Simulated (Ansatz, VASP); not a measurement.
One calculation of Ga, two programs

```
Ga
1.0
     1.34943   -3.89416    0.00000
     1.34943    3.89416    0.00000
     0.00000    0.00000    3.29375
Ga
2
Direct
  0.86627 0.13373 0.25000
  0.13373 0.86627 0.75000
```

Alike in both runs: functional LDA; k mesh 16 × 16 × 14; occupations gaussian, width 0.1 eV; no spin polarisation.

Ansatz relaxed the structure, and its values are those at the end. VASP's run is a single point on that final structure, the one shown.

|  | VASP | Ansatz |
| --- | --- | --- |
| version | VASP 6.6.1 | Ansatz 0.2.0 |
| potentials or method | VASP PAW LDA potentials, release 64 (Ga_d), cutoff 520 eV | scalar-relativistic, plane waves, PAW |
| valence electrons in the cell | 26 | 26 |

```tsv
	VASP	Ansatz	Ansatz less VASP
gap on the k mesh at the Fermi level (eV)	none	none	-
pressure (GPa)	0.1	0.0	-0.15
```

LDA's correlation is that of Perdew and Zunger in VASP and of Perdew and Wang (1992) in Ansatz. A gap of «none» marks a metal or a gap that the smearing closes.
